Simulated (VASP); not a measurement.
# Si2N (P2/m) in VASP: notebook

Si2N is run at these levels: PBE; tasks: single point, relaxation of cell and atoms.

All numbers are computed with VASP 6.6.1; they aren't measurements. Logs are shortened: lines on timing, memory, paths and dates and some standing lists are left out, and cuts for length are marked.

## Step 1: The cell of the first run

The structure is monoclinic, space group P2/m (No. 10). The conventional cell has a = 4.906 Å, b = 2.772 Å, c = 5.512 Å, α = 90.00°, β = 103.10°, γ = 90.00°. Si (site symmetry m) has 2 N at 1.84 Å and 2 Si at 2.47 to 2.59 Å within 2.6 Å. Within 2.6 Å of Si (site symmetry m) lie 2 N at 1.88 to 1.89 Å and 1 Si at 2.53 Å. Within 2.4 Å of N (site symmetry m) lie 4 Si at 1.84 to 1.89 Å.

## Step 2: Single point, PBE

Input file INCAR:

```
SYSTEM = Si2N
ALGO = Normal
EDIFF = 1E-7
ENCUT = 520
GGA = PE
ISIF = 2
ISMEAR = 0
LASPH = .True.
LCHARG = .False.
LREAL = .False.
LWAVE = .False.
NBANDS = 22
NELM = 100
PREC = Accurate
SIGMA = 0.1
```

Input file KPOINTS:

```
k-points
0
Gamma
  4 6 4
  0 0 0
```

Input file POSCAR:

```
Si2N
1.0
    4.9055337094      0.0000000000      0.0000000000
    0.0000000000      2.7721649561      0.0000000000
   -1.2488995444      0.0000000000      5.3685208632
Si N
4 2
Direct
    0.2583839341      0.0000000000      0.0572838403
    0.2600721171      0.5000000000      0.5957696473
    0.7416160659      0.0000000000      0.9427161597
    0.7399278829      0.5000000000      0.4042303527
    0.6528512693      0.5000000000      0.7187908664
    0.3471487307      0.5000000000      0.2812091336
```

Potentials or basis: VASP PAW PBE potentials, release 64 (Si, N).

Command:

```
$ cat potpaw_PBE.64/Si/POTCAR potpaw_PBE.64/N/POTCAR > POTCAR
$ mpirun -np 1 vasp_std > vasp.out
```

OUTCAR:

```text
SYSTEM = Si2N
   EDIFF = 1E-7
   ENCUT = 520
   GGA = PE
   ISIF = 2
   ISMEAR = 0
   LASPH = .True.
   LREAL = .False.
   NELM = 100
   PREC = Accurate

 ion  position               nearest neighbor table
   1  0.258  0.000  0.057-   6 1.84   6 1.84   3 2.47   3 2.59   2 2.90   2 2.90   4 3.02   4 3.02

   2  0.260  0.500  0.596-   6 1.88   5 1.89   4 2.53   4 2.79   1 2.90   1 2.90   3 3.02   3 3.02

   3  0.742  0.000  0.943-   5 1.84   5 1.84   1 2.47   1 2.59   4 2.90   4 2.90   2 3.02   2 3.02

   4  0.740  0.500  0.404-   5 1.88   6 1.89   2 2.53   2 2.79   3 2.90   3 2.90   1 3.02   1 3.02

   5  0.653  0.500  0.719-   3 1.84   3 1.84   4 1.88   2 1.89
   6  0.347  0.500  0.281-   1 1.84   1 1.84   2 1.88   4 1.89

  LATTYP: Found a simple monoclinic cell.
 ALAT       =     4.9055337094
 B/A-ratio  =     0.5651097557
 C/A-ratio  =     1.1236035374
 COS(beta)  =    -0.2265834290

  Lattice vectors:

 A1 = (   4.9055337094,   0.0000000000,   0.0000000000)
 A2 = (   0.0000000000,   2.7721649561,   0.0000000000)
 A3 = (  -1.2488995444,   0.0000000000,   5.3685208632)

Analysis of symmetry for initial positions (statically):
=====================================================================
 Subroutine PRICEL returns:
 Original cell was already a primitive cell.

 Routine SETGRP: Setting up the symmetry group for a
 simple monoclinic supercell.

 Subroutine GETGRP returns: Found  4 space group operations
 (whereof  4 operations were pure point group operations)
 out of a pool of  4 trial point group operations.

The static configuration has the point symmetry C_2h.

Analysis of symmetry for dynamics (positions and initial velocities):
=====================================================================
 Subroutine PRICEL returns:
 Original cell was already a primitive cell.

 Routine SETGRP: Setting up the symmetry group for a
 simple monoclinic supercell.

 Subroutine GETGRP returns: Found  4 space group operations
 (whereof  4 operations were pure point group operations)
 out of a pool of  4 trial point group operations.

The dynamic configuration has the point symmetry C_2h.

 Subroutine INISYM returns: Found  4 space group operations
 (whereof  4 operations are pure point group operations),
 and found     1 'primitive' translations

----------------------------------------------------------------------------------------

                                     Primitive cell

  volume of cell :      73.0062

  direct lattice vectors                    reciprocal lattice vectors
     4.905533709  0.000000000  0.000000000     0.203851417  0.000000000  0.047422735
     0.000000000  2.772164956  0.000000000     0.000000000  0.360728895  0.000000000
    -1.248899544  0.000000000  5.368520863     0.000000000  0.000000000  0.186271047

  length of vectors
     4.905533709  2.772164956  5.511875029     0.209294807  0.360728895  0.186271047

  position of ions in fractional coordinates (direct lattice)
     0.258383934  0.000000000  0.057283840
     0.260072117  0.500000000  0.595769647
     0.741616066  0.000000000  0.942716160
     0.739927883  0.500000000  0.404230353
     0.652851269  0.500000000  0.718790866
     0.347148731  0.500000000  0.281209134

  ion indices of the primitive-cell ions
   primitive index   ion index
                 1           1
                 2           2
                 3           3
                 4           4
                 5           5
                 6           6

----------------------------------------------------------------------------------------

 KPOINTS: k-points

Automatic generation of k-mesh.
 Grid dimensions read from file:
 generate k-points for:    4    6    4

 Generating k-lattice:

  Cartesian coordinates                     Fractional coordinates (reciprocal lattice)
     0.050962854  0.000000000  0.011855684     0.250000000  0.000000000 -0.000000000
     0.000000000  0.060121482  0.000000000     0.000000000  0.166666667  0.000000000
     0.000000000  0.000000000  0.046567762     0.000000000  0.000000000  0.250000000

  Length of vectors
     0.052323702  0.060121482  0.046567762

  Shift w.r.t. Gamma in fractional coordinates (k-lattice)
     0.000000000  0.000000000  0.000000000

 Subroutine IBZKPT returns following result:
 ===========================================

 Found     40 irreducible k-points:

 Following reciprocal coordinates:
            Coordinates               Weight
  0.000000  0.000000  0.000000      1.000000
  0.250000  0.000000  0.000000      2.000000
  0.500000  0.000000  0.000000      1.000000
  0.000000  0.166667  0.000000      2.000000
  0.250000  0.166667  0.000000      4.000000
  0.500000  0.166667  0.000000      2.000000
[... 16 lines left out ...]
  0.500000  0.333333  0.250000      4.000000
 -0.250000  0.333333  0.250000      4.000000
 [... further k-points ...]
   k-points           NKPTS =     40   k-points in BZ     NKDIM =     40   number of bands    NBANDS=     22
   number of dos      NEDOS =    301   number of ions     NIONS =      6
   total plane-waves  NPLWV =  36288
   dimension x,y,z NGX =    36 NGY =   24 NGZ =   42
   dimension x,y,z NGXF=    72 NGYF=   48 NGZF=   84
   ions per type =               4   2
   NGX,Y,Z   is equivalent  to a cutoff of  12.20, 14.39, 12.67 a.u.
   NGXF,Y,Z  is equivalent  to a cutoff of  24.40, 28.79, 25.34 a.u.
 SYSTEM =  Si2N
   PREC   = accura    normal or accurate (medium, high low for compatibility)
   ISTART =      0    job   : 0-new  1-cont  2-samecut
   ICHARG =      2    charge: 1-file 2-atom 10-const
   ISPIN  =      1    spin polarized calculation?
   LNONCOLLINEAR =      F non collinear calculations
   LSORBIT =      F    spin-orbit coupling
   LASPH  =      T    aspherical Exc in radial PAW
   ENCUT  =  520.0 eV  38.22 Ry    6.18 a.u.   9.12  5.15 10.25*2*pi/ulx,y,z
   NELM   =    100;   NELMIN=  2; NELMDL= -5     # of ELM steps
   EDIFF  = 0.1E-06   stopping-criterion for ELM
   LREAL  =      F    real-space projection
   EDIFFG = 0.1E-05   stopping-criterion for IOM
   NSW    =      0    number of steps for IOM
   IBRION =     -1    ionic relax: 0-MD 1-quasi-New 2-CG
   NFREE  =      0    steps in history (QN), initial steepest desc. (CG)
   ISIF   =      2    stress and relaxation
   ISYM   =      2    0-nonsym 1-usesym 2-fastsym
   POTIM  = 0.5000    time-step for ionic-motion
   TEBEG  =    0.0;   TEEND  =   0.0 temperature during run
   PSTRESS=    0.0 pullay stress
   NELECT =      26.0000    total number of electrons
   NUPDOWN=      -1.0000    fix difference up-down
   EMIN   =  10.00;   EMAX   =-10.00  energy-range for DOS
   EFERMI =   0.00;   METHOD = LEGACY
   ISMEAR =     0;   SIGMA  =   0.10  broadening in eV -4-tet -1-fermi 0-gaus
   EFERMI_NEDOS =   21; number of points for ismear=-14 and -15
   IALGO  =     38    algorithm
   IMIX   =      4    mixing-type and parameters
     AMIX     =   0.40;   BMIX     =  1.00
     AMIX_MAG =   1.60;   BMIX_MAG =  1.00
  volume/ion in A,a.u.               =      12.17        82.11
  Fermi-wavevector in a.u.,A,eV,Ry     =   1.160413  2.192863 18.321041  1.346559
  Thomas-Fermi vector in A             =   2.296996
   LORBIT       =      0    0 simple, 1 ext, 2 COOP (PROOUT), +10 PAW based schemes
   GGA     = PE    functional components
   LHFCALC =     F    Hartree Fock is set to
   AEXX    =    0.0000 exact exchange contribution
   IVDW    =     0    specifies the selected vdW correction
   LEPSILON=     F    determine dielectric tensor
   LRPA    =     F    only Hartree local field effects (RPA)
 non-spin polarized calculation
 Gauss-broadening in eV      SIGMA  =   0.10
  energy-cutoff  :      520.00
  volume of cell :       73.01
 maximum number of plane-waves:      1986
   NGX = 19   NGY = 11   NGZ = 21

 number of electron      25.9999998 magnetization

 Free energy of the ion-electron system (eV)
  ---------------------------------------------------
  ext. energy  EPLUGINS =         0.00000000
  ---------------------------------------------------
  free energy    TOTEN  =       -38.96616194 eV

  energy without entropy =      -38.96070460  energy(sigma->0) =      -38.96343327

 E-fermi :   8.9857     XC(G=0): -11.1259

 val. band max:        8.9700766983   @ k =   0.0000   0.3333   0.2500
 cond. band min:       9.0630590378   @ k =   0.0000   0.0000   0.2500
 fundamental gap:      0.0929823395
 Fermi energy:         8.9857146976

 k-point     1 :       0.0000    0.0000    0.0000
  band No.  band energies     occupation
      1      -9.8157      2.00000
      2      -8.1114      2.00000
      3      -2.3347      2.00000
      4      -0.0641      2.00000
      5       0.3397      2.00000
      6       1.0602      2.00000
[... 14 lines left out ...]
     21      16.2016      0.00000
     22      17.2570      0.00000

 k-point     2 :       0.2500    0.0000    0.0000
  band No.  band energies     occupation
      1      -9.7219      2.00000
      2      -8.1954      2.00000
      3      -2.0482      2.00000
      4      -1.4616      2.00000
      5       0.4612      2.00000
      6       1.3202      2.00000
[... 14 lines left out ...]
     21      16.4057      0.00000
     22      16.7295      0.00000

 k-point     3 :       0.5000    0.0000    0.0000
  band No.  band energies     occupation
      1      -9.6140      2.00000
      2      -8.2940      2.00000
      3      -2.0962      2.00000
      4      -1.5779      2.00000
      5       0.3504      2.00000
      6       0.3866      2.00000
[... 14 lines left out ...]
     21      16.4038      0.00000
     22      16.9299      0.00000
[... 476 lines left out ...]
 k-point    23 :       0.5000    0.3333    0.2500
  band No.  band energies     occupation
      1      -8.5070      2.00000
      2      -7.3102      2.00000
      3      -1.0451      2.00000
      4      -0.0329      2.00000
      5       0.4080      2.00000
      6       0.8538      2.00000
[... 14 lines left out ...]
     21      15.7821      0.00000
     22      16.5255      0.00000

 k-point    24 :      -0.2500    0.3333    0.2500
  band No.  band energies     occupation
      1      -8.5830      2.00000
      2      -7.2509      2.00000
      3      -1.1393      2.00000
      4      -0.0321      2.00000
      5       0.5797      2.00000
      6       1.3432      2.00000
[... 14 lines left out ...]
     21      16.1299      0.00000
     22      16.3212      0.00000

 [... further k-points ...]

------------------------ aborting loop because EDIFF is reached ----------------------------------------

  FORCE on cell =-STRESS in cart. coord.  units (eV):
  Direction    XX          YY          ZZ          XY          YZ          ZX
  --------------------------------------------------------------------------------------
  -------------------------------------------------------------------------------------
  Total       -0.0569641      1.1257867      0.0931357      0.0000000      0.0000000     -0.8191179
  in kB       -1.2501213     24.7062439      2.0439339      0.0000000      0.0000000    -17.9761645
  external PRESSURE =       8.5000188 kB  Pullay stress =       0.0000000 kB

 VOLUME and BASIS-vectors are now :
 -----------------------------------------------------------------------------
  energy-cutoff  :      520.00
  volume of cell :       73.01
      direct lattice vectors                 reciprocal lattice vectors
     4.905533709  0.000000000  0.000000000     0.203851417  0.000000000  0.047422735
     0.000000000  2.772164956  0.000000000     0.000000000  0.360728895  0.000000000
    -1.248899544  0.000000000  5.368520863     0.000000000  0.000000000  0.186271047

 POSITION                                       TOTAL-FORCE (eV/Angst)
 -----------------------------------------------------------------------------------
      1.19597      0.00000      0.30753        -0.011361      0.000000      0.053632
      0.53174      1.38608      3.19840        -0.263151      0.000000     -0.061128
      2.46066      0.00000      5.06099         0.011361      0.000000     -0.053632
      3.12490      1.38608      2.17012         0.263151      0.000000      0.061128
      2.30489      1.38608      3.85884        -0.040639      0.000000      0.251068
      1.35175      1.38608      1.50968         0.040639      0.000000     -0.251068
 -----------------------------------------------------------------------------------
    total drift:                                0.000000      0.000000      0.000000

  FREE ENERGIE OF THE ION-ELECTRON SYSTEM (eV)
  ---------------------------------------------------
  free  energy   TOTEN  =       -38.9661619433 eV

  energy  without entropy=      -38.9607046000  energy(sigma->0) =      -38.96343327
```

It took 30 s on 1 thread of Intel Xeon Platinum 8559C (Emerald Rapids), shared host; peak memory 0.2 GiB.

What came out:

- Free energy: -38.9662 eV
- Pressure: 0.9 GPa
- Largest force: 0.270 eV/Å
- Band gap on the k mesh: zero (bands 13 and 14 overlap by 2.84 eV)

Forces in eV/Å, atoms in the order of the input:
```
Si  -0.011  0.000  0.054
Si  -0.263  0.000 -0.061
Si   0.011  0.000 -0.054
Si   0.263  0.000  0.061
N   -0.041  0.000  0.251
N    0.041  0.000 -0.251
```

Stress tensor (GPa, compression positive):
```
-0.13  0.00 -1.80
 0.00  2.47  0.00
-1.80  0.00  0.20
```

Caveat: the k points lie up to 0.38 Å⁻¹ apart, too coarse for converged energies and pressures of a metal.

## Step 3: Single point, PBE

This run uses another cell than the first one, of 12.28 Å³/atom.

Input file INCAR:

```
SYSTEM = Si2N
  ALGO = Normal
  EDIFF = 1E-6
  ENCUT = 520
  GGA = PE
  ISIF = 2
  ISMEAR = 0
  LASPH = .TRUE.
  LCHARG = .FALSE.
  LREAL = .FALSE.
  LWAVE = .FALSE.
  NBANDS = 22
  NELM = 80
  PREC = Accurate
  SIGMA = 0.1
```

Input file KPOINTS:

```
k-points
0
G
  4 6 4
  0 0 0
```

Input file POSCAR:

```
Si2N
1.0
    4.9030828572      0.0000000000     -0.0461154103
    0.0000000000      2.7966039252      0.0000000000
   -1.2987433919      0.0000000000      5.3846257715
Si N
4 2
Direct
    0.2594937103      0.0000000000      0.0560863260
    0.2562901481      0.5000000000      0.5895523895
    0.7405062897      0.0000000000      0.9439136740
    0.7437098519      0.5000000000      0.4104476105
    0.6516992301      0.5000000000      0.7223782171
    0.3483007699      0.5000000000      0.2776217829
```

Potentials or basis: VASP PAW PBE potentials, release 64 (Si, N).

Command:

```
$ cat potpaw_PBE.64/Si/POTCAR potpaw_PBE.64/N/POTCAR > POTCAR
$ mpirun -np 1 vasp_std > vasp.out
```

Wall time 30 s (1 thread of Intel Xeon Platinum 8559C (Emerald Rapids), shared host); peak memory 0.2 GiB.

Results (log left out):

- Free energy: -38.9897 eV
- Pressure: 0.0 GPa
- Largest force: 0.016 eV/Å
- Band gap on the k mesh: zero (bands 13 and 14 overlap by 2.88 eV)

Forces on the atoms (eV/Å):
```
Si  -0.004  0.000  0.015
Si   0.014  0.000 -0.008
Si   0.004  0.000 -0.015
Si  -0.014  0.000  0.008
N    0.003  0.000  0.005
N   -0.003  0.000 -0.005
```

Stress tensor (GPa, compression positive):
```
-0.10  0.00  0.01
 0.00  0.08  0.00
 0.01  0.00 -0.05
```

Levels at points of the mesh, in eV from the Fermi level:
```csv
k point,band 11,band 12,band 13,band 14,band 15,band 16
"(0.00, 0.00, 0.00)",-3.39,-0.96,1.25,3.29,3.85,3.90
"(0.50, 0.00, 0.00)",-2.45,-0.53,-0.48,0.85,4.14,4.79
"(0.00, 0.50, 0.00)",-2.73,-2.69,-2.44,-0.94,0.63,0.64
"(0.50, 0.50, 0.00)",-2.54,-2.08,-1.40,-0.95,1.47,3.97
"(0.00, 0.00, 0.50)",-3.18,-2.44,-0.33,2.52,4.07,5.42
"(0.50, 0.00, 0.50)",-3.33,-3.30,1.74,2.24,2.56,4.06
"(0.00, 0.50, 0.50)",-3.77,-2.99,-1.21,0.38,1.53,1.66
"(0.50, 0.50, 0.50)",-2.16,-1.18,-0.61,0.30,0.36,1.99
```

Caveat: the k points lie up to 0.37 Å⁻¹ apart, too coarse for converged energies and pressures of a metal.

(Continued in part 2 of 3.)

The gap in the log of VASP goes by the Fermi energy; the results here count the filled bands.